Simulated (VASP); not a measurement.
# CaSe in VASP: a series of runs

CaSe is run at these levels: r2SCAN; tasks: single point.

Program: VASP 6.6.1. These are calculated values, not measurements. Logs are shortened: lines on timing, memory, paths and dates and some standing lists are left out, and cuts for length are marked.

## 1. The cell of the first run

It takes space group P4/mmm (No. 123, tetragonal). Conventional cell: a = 3.635 Å, b = 3.635 Å, c = 3.778 Å, α = 90.00°, β = 90.00°, γ = 90.00°. Ca (site symmetry 4/mmm) has 8 Se at 3.19 Å and 6 Ca at 3.63 to 3.78 Å within 4.2 Å. Within 4.2 Å of Se (site symmetry 4/mmm) lie 8 Ca at 3.19 Å and 6 Se at 3.63 to 3.78 Å.

## 2. Single point, r2SCAN (uniaxial x strain +4.0%)

The input, POSCAR:

```
CaSe
1.0
    3.7783589232      0.0000000000      0.0000000000
    0.0000000000      3.6347849189      0.0000000000
    0.0000000000      0.0000000000      3.6347849189
Ca Se
1 1
Direct
    0.0000000000      0.0000000000      0.0000000000
    0.5000000000      0.5000000000      0.5000000000
```

The input, INCAR.step1:

```
SYSTEM = CaSe
ALGO = Normal
EDIFF = 1E-4
ENCUT = 520
GGA = PE
ISMEAR = 0
LASPH = .True.
LCHARG = .False.
LREAL = .False.
LWAVE = .True.
NBANDS = 15
NELM = 60
PREC = Accurate
SIGMA = 0.01
```

The input, INCAR.step2:

```
SYSTEM = CaSe
ALGO = Normal
EDIFF = 1E-6
ENCUT = 520
ISIF = 2
ISMEAR = 0
ISTART = 1
LASPH = .True.
LCHARG = .False.
LMIXTAU = .True.
LREAL = .False.
LWAVE = .False.
METAGGA = R2SCAN
NBANDS = 15
NELM = 60
PREC = Accurate
SIGMA = 0.01
```

The input, KPOINTS:

```
k-points
0
Gamma
  8 8 8
  0 0 0
```

Potentials or basis: VASP PAW PBE potentials, release 64 (Ca_sv, Se).

Started as:

```sh
> cat potpaw_PBE.64/Ca_sv/POTCAR potpaw_PBE.64/Se/POTCAR > POTCAR
> cp INCAR.step1 INCAR
> mpirun -np 1 vasp_std > vasp.out
> cp INCAR.step2 INCAR
> mpirun -np 1 vasp_std > vasp.out
```

OUTCAR:

```text
SYSTEM = CaSe
   EDIFF = 1E-6
   ENCUT = 520
   ISIF = 2
   ISMEAR = 0
   ISTART = 1
   LASPH = .True.
   LREAL = .False.
   METAGGA = R2SCAN
   NELM = 60
   PREC = Accurate

 ion  position               nearest neighbor table
   1  0.000  0.000  0.000-
   2  0.500  0.500  0.500-

  LATTYP: Found a simple tetragonal cell.
 ALAT       =     3.6347849189
 C/A-ratio  =     1.0395000000

  Lattice vectors:

 A1 = (   0.0000000000,   3.6347849189,   0.0000000000)
 A2 = (   0.0000000000,   0.0000000000,   3.6347849189)
 A3 = (   3.7783589232,   0.0000000000,   0.0000000000)

Analysis of symmetry for initial positions (statically):
=====================================================================
 Subroutine PRICEL returns:
 Original cell was already a primitive cell.

 Routine SETGRP: Setting up the symmetry group for a
 simple tetragonal supercell.

 Subroutine GETGRP returns: Found 16 space group operations
 (whereof 16 operations were pure point group operations)
 out of a pool of 16 trial point group operations.

The static configuration has the point symmetry D_4h.

Analysis of symmetry for dynamics (positions and initial velocities):
=====================================================================
 Subroutine PRICEL returns:
 Original cell was already a primitive cell.

 Routine SETGRP: Setting up the symmetry group for a
 simple tetragonal supercell.

 Subroutine GETGRP returns: Found 16 space group operations
 (whereof 16 operations were pure point group operations)
 out of a pool of 16 trial point group operations.

The dynamic configuration has the point symmetry D_4h.

 Subroutine INISYM returns: Found 16 space group operations
 (whereof 16 operations are pure point group operations),
 and found     1 'primitive' translations

----------------------------------------------------------------------------------------

                                     Primitive cell

  volume of cell :      49.9184

  direct lattice vectors                    reciprocal lattice vectors
     3.778358923  0.000000000  0.000000000     0.264665168  0.000000000  0.000000000
     0.000000000  3.634784919  0.000000000     0.000000000  0.275119442  0.000000000
     0.000000000  0.000000000  3.634784919     0.000000000  0.000000000  0.275119442

  length of vectors
     3.778358923  3.634784919  3.634784919     0.264665168  0.275119442  0.275119442

  position of ions in fractional coordinates (direct lattice)
     0.000000000  0.000000000  0.000000000
[... 87 lines left out ...]
   TEBEG  =    0.0;   TEEND  =   0.0 temperature during run
   PSTRESS=    0.0 pullay stress
   NELECT =      16.0000    total number of electrons
   NUPDOWN=      -1.0000    fix difference up-down
   EMIN   =  10.00;   EMAX   =-10.00  energy-range for DOS
   EFERMI =   0.00;   METHOD = LEGACY
   ISMEAR =     0;   SIGMA  =   0.01  broadening in eV -4-tet -1-fermi 0-gaus
   EFERMI_NEDOS =   21; number of points for ismear=-14 and -15
   IALGO  =     38    algorithm
   IMIX   =      4    mixing-type and parameters
     AMIX     =   0.40;   BMIX     =  1.00
     AMIX_MAG =   1.60;   BMIX_MAG =  1.00
  volume/ion in A,a.u.               =      24.96       168.43
  Fermi-wavevector in a.u.,A,eV,Ry     =   1.120369  2.117191 17.078411  1.255228
  Thomas-Fermi vector in A             =   2.257015
   LORBIT       =      0    0 simple, 1 ext, 2 COOP (PROOUT), +10 PAW based schemes
   METAGGA = R2SCAN    functional components
   LHFCALC =     F    Hartree Fock is set to
   AEXX    =    0.0000 exact exchange contribution
   IVDW    =     0    specifies the selected vdW correction
   LEPSILON=     F    determine dielectric tensor
   LRPA    =     F    only Hartree local field effects (RPA)
 non-spin polarized calculation
 Gauss-broadening in eV      SIGMA  =   0.01
  energy-cutoff  :      520.00
  volume of cell :       49.92
 maximum number of plane-waves:      1368
   NGX = 15   NGY = 13   NGZ = 13

 number of electron      16.0000003 magnetization

 Free energy of the ion-electron system (eV)
  ---------------------------------------------------
  ext. energy  EPLUGINS =         0.00000000
  ---------------------------------------------------
  free energy    TOTEN  =       -25.19127601 eV

  energy without entropy =      -25.19127601  energy(sigma->0) =      -25.19127601

 E-fermi :   3.9448     XC(G=0):  -9.8445

 val. band max:        3.8692588210   @ k =   0.5000   0.5000   0.0000
 cond. band min:       4.9636120610   @ k =   0.5000   0.5000   0.0000
 fundamental gap:      1.0943532400
 Fermi energy:         3.9447823548

 k-point     1 :       0.0000    0.0000    0.0000
  band No.  band energies     occupation
      1     -39.3398      2.00000
      2     -19.3977      2.00000
      3     -19.3977      2.00000
      4     -19.3888      2.00000
      5      -9.5472      2.00000
      6       2.5681      2.00000
      7       3.0576      2.00000
      8       3.0576      2.00000
      9       5.2632      0.00000
     10       5.3886      0.00000
     11       6.4491      0.00000
     12       8.4858      0.00000
     13       8.4858      0.00000
     14       8.6283      0.00000
[... 401 lines left out ...]
      2     -19.5423      2.00000
      3     -19.4610      2.00000
      4     -19.3738      2.00000
      5      -8.5998      2.00000
      6      -0.0422      2.00000
      7       0.5396      2.00000
      8       3.6960      2.00000
      9       5.3100      0.00000
     10       7.4074      0.00000
     11       7.6684      0.00000
     12       7.6884      0.00000
     13       9.1288      0.00000
     14      10.2525      0.00000
     15      12.7016      0.00000

 [... further k-points ...]

------------------------ aborting loop because EDIFF is reached ----------------------------------------

  FORCE on cell =-STRESS in cart. coord.  units (eV):
  Direction    XX          YY          ZZ          XY          YZ          ZX
  --------------------------------------------------------------------------------------
  -------------------------------------------------------------------------------------
  Total       -1.8286024      0.0799655      0.0799655     -0.0000000      0.0000000     -0.0000000
  in kB      -58.6906920      2.5665680      2.5665680     -0.0000000      0.0000000     -0.0000000
  external PRESSURE =     -17.8525187 kB  Pullay stress =       0.0000000 kB

 VOLUME and BASIS-vectors are now :
 -----------------------------------------------------------------------------
  energy-cutoff  :      520.00
  volume of cell :       49.92
      direct lattice vectors                 reciprocal lattice vectors
     3.778358923  0.000000000  0.000000000     0.264665168  0.000000000  0.000000000
     0.000000000  3.634784919  0.000000000     0.000000000  0.275119442  0.000000000
     0.000000000  0.000000000  3.634784919     0.000000000  0.000000000  0.275119442

 POSITION                                       TOTAL-FORCE (eV/Angst)
 -----------------------------------------------------------------------------------
      0.00000      0.00000      0.00000         0.000000      0.000000      0.000000
      1.88918      1.81739      1.81739         0.000000      0.000000      0.000000
 -----------------------------------------------------------------------------------
    total drift:                               -0.000000      0.000000      0.000000

  FREE ENERGIE OF THE ION-ELECTRON SYSTEM (eV)
  ---------------------------------------------------
  free  energy   TOTEN  =       -25.1912760113 eV

  energy  without entropy=      -25.1912760113  energy(sigma->0) =      -25.19127601
```

Wall time 3.2 min (1 thread of Intel Xeon 8259CL, shared host); peak memory 0.21 GiB.

What came out:

- Free energy: -25.1913 eV
- Pressure: -1.8 GPa
- Band gap on the k mesh: 1.09 eV

Levels at points of the mesh, in eV from the valence-band top:
```csv
k point,band 5,band 6,band 7,band 8,band 9,band 10,band 11,band 12
"(0.00, 0.00, 0.00)",-13.42,-1.30,-0.81,-0.81,1.39,1.52,2.58,4.62
"(0.50, 0.00, 0.00)",-12.79,-4.92,-0.99,-0.99,2.31,4.83,4.96,5.19
"(0.00, 0.50, 0.00)",-12.68,-4.86,-1.40,-0.89,2.43,4.90,4.93,5.12
"(0.50, 0.50, 0.00)",-12.43,-3.69,-3.58,0.00,1.09,3.41,3.51,3.66
"(0.00, 0.50, 0.50)",-12.31,-3.57,-3.57,-0.36,1.31,3.03,3.31,3.31
"(0.50, 0.50, 0.50)",-11.84,-3.71,-3.71,-3.66,4.21,4.21,4.22,5.57
```

Caveat: the cell differs from its parent crystal (uniaxial x strain +4.0%); the PAW data sets were made with another functional, which shifts forces and pressure a little.

## 3. Single point, r2SCAN (biaxial xy strain +5.9%)

The input, POSCAR:

```
CaSe
1.0
    3.8503276646      0.0000000000      0.0000000000
    0.0000000000      3.8503276646      0.0000000000
    0.0000000000      0.0000000000      3.6347849189
Ca Se
1 1
Direct
    0.0000000000      0.0000000000      0.0000000000
    0.5000000000      0.5000000000      0.5000000000
```

The input, INCAR.step1:

```
SYSTEM = CaSe
  ALGO = Normal
  EDIFF = 1E-4
  ENCUT = 520
  GGA = PE
  ISMEAR = 0
  LASPH = .True.
  LCHARG = .False.
  LREAL = .False.
  LWAVE = .True.
  NBANDS = 15
  NELM = 80
  PREC = Accurate
  SIGMA = 0.01
```

The input, INCAR.step2:

```
SYSTEM = CaSe
  ALGO = Normal
  EDIFF = 1E-7
  ENCUT = 520
  ISIF = 2
  ISMEAR = 0
  ISTART = 1
  LASPH = .True.
  LCHARG = .False.
  LMIXTAU = .True.
  LREAL = .False.
  LWAVE = .False.
  METAGGA = R2SCAN
  NBANDS = 15
  NELM = 80
  PREC = Accurate
  SIGMA = 0.01
```

KPOINTS is that of step 2.

Potentials or basis: VASP PAW PBE potentials, release 64 (Ca_sv, Se).

Started as:

```sh
> cat potpaw_PBE.64/Ca_sv/POTCAR potpaw_PBE.64/Se/POTCAR > POTCAR
> cp INCAR.step1 INCAR
> mpirun -np 1 vasp_std > vasp.out
> cp INCAR.step2 INCAR
> mpirun -np 1 vasp_std > vasp.out
```

It took 4.8 min on 1 thread of Intel Xeon 8259CL, shared host; peak memory 0.21 GiB.

Results (log left out):

* Free energy: -25.0775 eV
* Pressure: -4.8 GPa
* Band gap on the k mesh: 0.79 eV

Stress tensor (GPa, compression positive):
```
-7.60  0.00  0.00
 0.00 -7.60  0.00
 0.00  0.00  0.73
```

Levels at points of the mesh, in eV from the valence-band top:
```csv
k point,band 5,band 6,band 7,band 8,band 9,band 10,band 11,band 12
"(0.00, 0.00, 0.00)",-13.29,-1.37,-1.37,-0.66,1.24,1.37,2.05,4.13
"(0.50, 0.00, 0.00)",-12.76,-4.76,-1.49,-0.76,2.11,4.43,4.46,4.52
"(0.50, 0.50, 0.00)",-12.51,-3.63,-3.63,0.00,0.79,3.27,3.49,3.49
"(0.00, 0.00, 0.50)",-12.60,-4.66,-1.35,-1.35,2.35,4.26,4.43,4.76
"(0.50, 0.00, 0.50)",-12.35,-3.60,-3.45,-0.51,1.13,2.76,3.00,3.22
"(0.50, 0.50, 0.50)",-11.95,-3.62,-3.53,-3.53,3.85,3.90,3.90,5.05
```

Caveat: the cell differs from its parent crystal (biaxial xy strain +5.9%); the cell stands under tension; the PAW data sets were made with another functional, which shifts forces and pressure a little.

## 4. Single point, r2SCAN (shear xy strain +1.8%)

The input, POSCAR:

```
CaSe
1.0
    3.6347849189      0.0334400213      0.0000000000
    0.0334400213      3.6347849189      0.0000000000
    0.0000000000      0.0000000000      3.6347849189
Ca Se
1 1
Direct
    0.0000000000      0.0000000000      0.0000000000
    0.5000000000      0.5000000000      0.5000000000
```

The input, INCAR.step1:

```
  PREC = Accurate
  ENCUT = 520
  ISMEAR = 0
  SIGMA = 0.01
  LREAL = F
  LASPH = T
  NELM = 100
  NBANDS = 15
  GGA = PE
  ALGO = Normal
  EDIFF = 1E-4
  LWAVE = T
  LCHARG = F
```

The input, INCAR.step2:

```
  PREC = Accurate
  ENCUT = 520
  EDIFF = 1E-7
  ISMEAR = 0
  SIGMA = 0.01
  LREAL = F
  LASPH = T
  NELM = 100
  ALGO = Normal
  ISIF = 2
  LWAVE = F
  LCHARG = F
  METAGGA = R2SCAN
  LMIXTAU = T
  NBANDS = 15
  ISTART = 1
```

The input, KPOINTS:

```
Automatic mesh
0
Gamma
  8 8 8
```

Potentials or basis: VASP PAW PBE potentials, release 64 (Ca_sv, Se).

Started as:

```sh
> cat potpaw_PBE.64/Ca_sv/POTCAR potpaw_PBE.64/Se/POTCAR > POTCAR
> cp INCAR.step1 INCAR
> mpirun -np 1 vasp_std > vasp.out
> cp INCAR.step2 INCAR
> mpirun -np 1 vasp_std > vasp.out
```

OUTCAR:

```text
PREC = Accurate
   ENCUT = 520
   EDIFF = 1E-7
   ISMEAR = 0
   LREAL = F
   LASPH = T
   NELM = 100
   ISIF = 2
   METAGGA = R2SCAN
   ISTART = 1

 ion  position               nearest neighbor table
   1  0.000  0.000  0.000-
   2  0.500  0.500  0.500-

  LATTYP: Found a base centered orthorhombic cell.
 ALAT       =     5.0930707970
 B/A-ratio  =     1.0185708519
 C/A-ratio  =     0.7136725688

  Lattice vectors:

 A1 = (  -0.0334400213,  -3.6347849189,   0.0000000000)
 A2 = (   3.6347849189,   0.0334400213,   0.0000000000)
 A3 = (   0.0000000000,   0.0000000000,   3.6347849189)

Analysis of symmetry for initial positions (statically):
=====================================================================
 Subroutine PRICEL returns:
 Original cell was already a primitive cell.

 Routine SETGRP: Setting up the symmetry group for a
 base centered orthorhombic supercell.

 Subroutine GETGRP returns: Found  8 space group operations
 (whereof  8 operations were pure point group operations)
[... 175 lines left out ...]
      3     -18.9928      2.00000
      4     -18.9905      2.00000
      5      -9.4255      2.00000
      6       3.1414      2.00000
      7       3.1718      2.00000
      8       3.2040      2.00000
      9       5.5858      0.00000
     10       5.5880      0.00000
     11       6.9539      0.00000
     12       8.8948      0.00000
     13       8.9293      0.00000
     14       8.9618      0.00000
[... 401 lines left out ...]
      2     -19.0795      2.00000
      3     -19.0087      2.00000
      4     -18.9820      2.00000
      5      -8.9959      2.00000
      6       0.7351      2.00000
      7       2.3740      2.00000
      8       3.1495      2.00000
      9       6.2784      0.00000
     10       7.4076      0.00000
     11       8.3494      0.00000
     12       8.6400      0.00000
     13       9.5395      0.00000
     14      10.2334      0.00000
     15      12.7874      0.00000

 [... further k-points ...]

------------------------ aborting loop because EDIFF is reached ----------------------------------------

  FORCE on cell =-STRESS in cart. coord.  units (eV):
  Direction    XX          YY          ZZ          XY          YZ          ZX
  --------------------------------------------------------------------------------------
  -------------------------------------------------------------------------------------
  Total        0.0547937      0.0547937      0.0562866      0.0048115      0.0000000      0.0000000
  in kB        1.8282763      1.8282763      1.8780898      0.1605444      0.0000000      0.0000000
  external PRESSURE =       1.8448808 kB  Pullay stress =       0.0000000 kB

 VOLUME and BASIS-vectors are now :
 -----------------------------------------------------------------------------
  energy-cutoff  :      520.00
  volume of cell :       48.02
      direct lattice vectors                 reciprocal lattice vectors
     3.634784919  0.033440021  0.000000000     0.275142730 -0.002531313  0.000000000
     0.033440021  3.634784919  0.000000000    -0.002531313  0.275142730  0.000000000
     0.000000000  0.000000000  3.634784919     0.000000000  0.000000000  0.275119442

 POSITION                                       TOTAL-FORCE (eV/Angst)
 -----------------------------------------------------------------------------------
      0.00000      0.00000      0.00000         0.000000      0.000000      0.000000
      1.83411      1.83411      1.81739        -0.000000      0.000000      0.000000
 -----------------------------------------------------------------------------------
    total drift:                               -0.000000      0.000000      0.000000

  FREE ENERGIE OF THE ION-ELECTRON SYSTEM (eV)
  ---------------------------------------------------
  free  energy   TOTEN  =       -25.2256869794 eV

  energy  without entropy=      -25.2256869794  energy(sigma->0) =      -25.22568698
```

It took 5.6 min on 1 thread of Intel Xeon 8259CL, shared host; peak memory 0.23 GiB.

Results:

* Free energy: -25.2257 eV
* Pressure: 0.2 GPa
* Band gap on the k mesh: 1.25 eV

Caveat: the cell differs from its parent crystal (shear xy strain +1.8%); the PAW data sets were made with another functional, which shifts forces and pressure a little. A k mesh can miss the band edges.

## 5. Summary

| cell | gap on the mesh (eV) | pressure (GPa) |
| --- | --- | --- |
| a = 3.778, b = 3.635, c = 3.635 Å, 2 atoms | 1.09 | -1.8 |
| a = 3.850, b = 3.850, c = 3.635 Å, 2 atoms | 0.79 | -4.8 |
| a = 3.635 Å, angles 90.0, 90.0, 88.9°, 2 atoms | 1.25 | 0.2 |

Alike in all rows: task single point; level r2SCAN; potentials or basis VASP PAW PBE potentials, release 64 (Ca_sv, Se); no spin polarisation; k mesh 8 × 8 × 8; cutoff (eV) 520; smearing gaussian 0.01 eV.

Caveats: the PAW data sets were made with another functional, which shifts forces and pressure a little; the cell stands under tension (at least some runs).

Total energies depend on the potentials used, so only differences within one code and one set of settings carry meaning.
